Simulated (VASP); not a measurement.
# La3LuO2 (P6/mmm) in VASP: a series of runs, part 2 of 2

VASP 6.6.1.

## 3. Relaxation of cell and atoms, PBE

This run uses another cell than the first one, of 21.80 Å³/atom.

INCAR reads:

```
ALGO = Normal
EDIFF = 1E-6
EDIFFG = -0.04
ENCUT = 600
GGA = PE
IBRION = 2
ISIF = 3
ISMEAR = 0
LASPH = True
LCHARG = False
LREAL = False
LWAVE = False
NELM = 100
NSW = 90
PREC = Accurate
SIGMA = 0.1
```

KPOINTS reads:

```
k-points
0
Gamma
  3 3 6
```

POSCAR reads:

```
La3LuO2
1.0
    6.4892104500      0.0000000000      0.0000000000
   -3.2446052300      5.6198211000      0.0000000000
    0.0000000000      0.0000000000      3.5867747300
La Lu O
3 1 2
Direct
    0.5000000000      0.0000000000      0.5000000000
    0.5000000000      0.5000000000      0.5000000000
    0.0000000000      0.5000000000      0.5000000000
    0.0000000000      0.0000000000      0.0000000000
    0.3333333300      0.6666666700      0.0000000000
    0.6666666700      0.3333333300      0.0000000000
```

Potentials or basis: VASP PAW PBE potentials, release 64 (La, Lu, O).

On the command line:

```
$ cat potpaw_PBE.64/La/POTCAR potpaw_PBE.64/Lu/POTCAR potpaw_PBE.64/O/POTCAR > POTCAR
$ mpirun -np 1 vasp_std > vasp.out
```

OUTCAR:

```text
EDIFF = 1E-6
   EDIFFG = -0.04
   ENCUT = 600
   GGA = PE
   IBRION = 2
   ISIF = 3
   ISMEAR = 0
   LASPH = True
   LREAL = False
   NELM = 100
   NSW = 90
   PREC = Accurate

 ion  position               nearest neighbor table
   1  0.500  0.000  0.500-   5 2.59   6 2.59   5 2.59   6 2.59   3 3.24   3 3.24   2 3.24   2 3.24
                             4 3.71   4 3.71   4 3.71   4 3.71
   2  0.500  0.500  0.500-   5 2.59   6 2.59   5 2.59   6 2.59   3 3.24   3 3.24   1 3.24   1 3.24
                             4 3.71   4 3.71   4 3.71   4 3.71
   3  0.000  0.500  0.500-   5 2.59   6 2.59   5 2.59   6 2.59   1 3.24   1 3.24   2 3.24   2 3.24
                             4 3.71   4 3.71   4 3.71   4 3.71
   4  0.000  0.000  0.000-   2 3.71   2 3.71   2 3.71   2 3.71   1 3.71   1 3.71   1 3.71   1 3.71
                             3 3.71   3 3.71   3 3.71   3 3.71
   5  0.333  0.667  0.000-   3 2.59   3 2.59   1 2.59   1 2.59   2 2.59   2 2.59
   6  0.667  0.333  0.000-   3 2.59   3 2.59   1 2.59   1 2.59   2 2.59   2 2.59

  LATTYP: Found a hexagonal cell.
 ALAT       =     6.4892104500
 C/A-ratio  =     0.5527289888

  Lattice vectors:

 A1 = (   6.4892104500,   0.0000000000,   0.0000000000)
 A2 = (  -3.2446052300,   5.6198211000,   0.0000000000)
 A3 = (   0.0000000000,   0.0000000000,   3.5867747300)

Analysis of symmetry for initial positions (statically):
=====================================================================
 Subroutine PRICEL returns:
 Original cell was already a primitive cell.

[... 162 lines left out ...]
  ext. energy  EPLUGINS =         0.00000000
  ---------------------------------------------------
  free energy    TOTEN  =       -37.69756993 eV

  energy without entropy =      -37.65499674  energy(sigma->0) =      -37.67628333

------------------------ aborting loop because EDIFF is reached ----------------------------------------

  FORCE on cell =-STRESS in cart. coord.  units (eV):
  Direction    XX          YY          ZZ          XY          YZ          ZX
  --------------------------------------------------------------------------------------
  -------------------------------------------------------------------------------------
  Total        8.3606366      8.3606366     -6.0452417     -0.0000000      0.0000000      0.0000000
  in kB      102.4074330    102.4074330    -74.0467156     -0.0000001      0.0000000      0.0000000
  external PRESSURE =      43.5893835 kB  Pullay stress =       0.0000000 kB
[... 187 lines left out ...]
--------------------------------------- Ionic step        6  -------------------------------------------

 number of electron      69.9999982 magnetization

 Free energy of the ion-electron system (eV)
  ---------------------------------------------------
  ext. energy  EPLUGINS =         0.00000000
  ---------------------------------------------------
  free energy    TOTEN  =       -38.71400975 eV

  energy without entropy =      -38.69223579  energy(sigma->0) =      -38.70312277

 E-fermi :   7.6684     XC(G=0): -10.3794

 val. band max:        7.6385755762   @ k =   0.0000   0.0000   0.3333
 cond. band min:       7.7773112261   @ k =   0.3333   0.0000   0.3333
 fundamental gap:      0.1387356499
 Fermi energy:         7.6683766826

 k-point     1 :       0.0000    0.0000    0.0000
  band No.  band energies     occupation
      1     -49.0368      2.00000
      2     -25.3716      2.00000
      3     -25.1300      2.00000
      4     -25.1300      2.00000
      5     -19.6996      2.00000
      6     -19.6996      2.00000
[... 562 lines left out ...]
  FREE ENERGIE OF THE ION-ELECTRON SYSTEM (eV)
  ---------------------------------------------------
  free  energy   TOTEN  =       -38.7140097498 eV

  energy  without entropy=      -38.6922357861  energy(sigma->0) =      -38.70312277

 reached required accuracy - stopping structural energy minimisation
```

OSZICAR:

```text
N       E                     dE             d eps       ncg     rms          rms(c)
DAV:   1     0.904493528639E+03    0.90449E+03   -0.26600E+04  1168   0.412E+03
DAV:   2     0.215870315938E+03   -0.68862E+03   -0.66140E+03  1536   0.567E+02
DAV:   3     0.819494599892E+01   -0.20768E+03   -0.20464E+03  1584   0.333E+02
[... 74 lines left out ...]
DAV:   5    -0.387134395702E+02   -0.66029E-03   -0.19711E-03  1930   0.269E-01    0.133E-01
DAV:   6    -0.387139861575E+02   -0.54659E-03   -0.16307E-03  1772   0.311E-01    0.270E-02
DAV:   7    -0.387140033560E+02   -0.17199E-04   -0.33521E-04  1894   0.996E-02    0.753E-03
DAV:   8    -0.387140093361E+02   -0.59801E-05   -0.61624E-05  1760   0.432E-02    0.978E-03
DAV:   9    -0.387140097498E+02   -0.41364E-06   -0.98208E-06  1366   0.233E-02
   6 F= -.38714010E+02 E0= -.38703123E+02  d E =-.210134E-02
```

CONTCAR:

```text
La3LuO2
   1.00000000000000
     7.0234348706227916   -0.0000000004589403    0.0000000000000000
    -3.5117174411204752    6.0824730197617383   -0.0000000000000000
     0.0000000000000000    0.0000000000000000    3.2652672353473733
  La              Lu              O
     3     1     2
Direct
     0.5000000000000000    0.0000000000000000    0.5000000000000000
     0.5000000000000000    0.5000000000000000    0.5000000000000000
     1.0000000000000000    0.5000000000000000    0.5000000000000000
     1.0000000000000000    0.0000000000000000    0.0000000000000000
     0.3333333300000021    0.6666666699999979    1.0000000000000000
     0.6666666699999979    0.3333333300000021    0.0000000000000000

  0.00000000E+00  0.00000000E+00  0.00000000E+00
  0.00000000E+00  0.00000000E+00  0.00000000E+00
  0.00000000E+00  0.00000000E+00  0.00000000E+00
  0.00000000E+00  0.00000000E+00  0.00000000E+00
  0.00000000E+00  0.00000000E+00  0.00000000E+00
  0.00000000E+00  0.00000000E+00  0.00000000E+00
```

Run time: 22 min. Hardware: 1 thread of Intel Xeon 8259CL, shared host; peak memory 0.35 GiB.

What came out:

- Free energy: -38.7140 eV
- Relaxed volume: 23.25 Å³/atom
- Relaxed cell: a = 7.023 Å, b = 7.023 Å, c = 3.265 Å, α = 90.00°, β = 90.00°, γ = 120.00°
- Space group after relaxing (to 0.1 Å): P6/mmm (No. 191)
- Energy gained by relaxing: 169.4 meV/atom
- Ionic steps: 6
- Pressure after relaxing: 0.0 GPa
- Band gap on the k mesh: zero (bands 35 and 36 overlap by 0.71 eV)

Stress tensor (GPa, compression positive):
```
 0.02  0.00  0.00
 0.00  0.02  0.00
 0.00  0.00 -0.09
```

The path:
```tsv
step	energy change (eV)	largest force (eV/Å)	pressure (GPa)	volume (Å³)
1	0.0000	0.0000	4.36	130.80
2	-0.8850	0.0000	-1.45	141.74
3	-0.9458	0.0000	-2.86	145.17
4	-0.9915	0.0000	1.27	137.61
5	-1.0143	0.0000	-0.36	140.31
6	-1.0164	0.0000	-0.02	139.49
```

Final structure:
```
La Lu O
1.0
     7.02343    0.00000    0.00000
    -3.51172    6.08247    0.00000
     0.00000    0.00000    3.26527
La Lu O
3 1 2
Direct
  0.50000 0.00000 0.50000
  0.50000 0.50000 0.50000
  0.00000 0.50000 0.50000
  0.00000 0.00000 0.00000
  0.33333 0.66667 0.00000
  0.66667 0.33333 0.00000
```

Caveat: the k points lie up to 0.34 Å⁻¹ apart in the final cell, too coarse for converged energies and pressures of a metal; spin-orbit coupling is left out, which moves the levels of the heavy elements.

The gap in the log of VASP goes by the Fermi energy; the results here count the filled bands.